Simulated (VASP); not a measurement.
Crystal: Ga2SnO3.

```
Ga Sn O
1.0
     3.33683    0.00000    0.00000
    -1.66842    2.88978    0.00000
     0.00000    0.00000    8.51785
Ga Sn O
2 1 3
Direct
  0.33333 0.66667 0.16470
  0.66667 0.33333 0.83530
  0.00000 0.00000 0.50000
  0.33333 0.66667 0.66500
  0.66667 0.33333 0.33500
  0.00000 0.00000 0.00000
```

The cell was generated, and may not be a known phase.

```yaml
Program: VASP 6.6.1
Task: relaxation of cell and atoms
Functional: PBE
Potentials_or_basis: VASP PAW PBE potentials, release 64 (Ga_d, Sn_d, O)
Cutoff: 600 eV
k_mesh: 6 × 6 × 2
Occupations: gaussian, width 0.1 eV
Spin: no spin polarisation
```

At the start: pressure 2.2 GPa; volume 13.69 Å³/atom.

Task: How do energy, volume and symmetry change on relaxing?

Result: Over 43 steps the energy falls by 543.8 meV/atom and the volume is 14.72 Å³/atom (+7.5 %); space group P-3m1 (No. 164, to 0.1 Å) before and after.

The path:
```csv
step,energy change (eV),largest force (eV/Å),pressure (GPa),volume (Å³)
1,0.0000,0.8144,2.16,82.14
3,-0.1014,0.2331,-2.61,85.73
5,-0.1508,0.3066,0.38,82.99
7,-0.2185,0.4097,-1.03,82.64
9,-0.2342,0.3007,-1.53,82.43
11,-0.2616,0.1667,-0.58,81.25
13,-0.3046,0.4252,0.63,79.17
15,-1.2317,1.2461,1.30,76.10
17,-1.8195,0.8485,8.54,73.24
19,-1.8389,0.9773,9.40,73.03
21,-1.8988,1.2279,10.40,73.11
23,-2.1892,1.1560,6.26,75.37
25,-2.7593,0.8711,-4.91,84.53
27,-2.9447,0.6056,-4.99,85.80
29,-3.0865,0.6510,-0.71,83.62
31,-3.1360,0.2639,3.08,81.95
33,-3.1807,0.2378,1.63,83.64
35,-3.1938,0.2208,0.42,85.24
37,-3.2506,0.1565,-1.06,87.90
39,-3.2588,0.0815,0.80,87.78
41,-3.2621,0.0467,0.12,88.05
43,-3.2626,0.0282,-0.11,88.29
```

Final structure:
```cif
data_structure
_symmetry_space_group_name_H-M 'P 1'
_symmetry_Int_Tables_number 1
_cell_length_a 3.0637
_cell_length_b 3.0637
_cell_length_c 10.8618
_cell_angle_alpha 90.000
_cell_angle_beta 90.000
_cell_angle_gamma 120.000
_cell_volume 88.29
loop_
_atom_site_label
_atom_site_type_symbol
_atom_site_fract_x
_atom_site_fract_y
_atom_site_fract_z
_atom_site_occupancy
Ga1 Ga 0.33333 0.66667 0.12923 1
Ga2 Ga 0.66667 0.33333 0.87077 1
Sn1 Sn 0.00000 0.00000 0.50000 1
O1 O 0.33333 0.66667 0.80300 1
O2 O 0.66667 0.33333 0.19700 1
O3 O 0.00000 0.00000 0.00000 1
```

Caveat: the k points lie up to 0.39 Å⁻¹ apart in the final cell, too coarse for converged energies and pressures of a metal; a cell axis changed by over 15 % at a fixed basis, so the end point is rough.
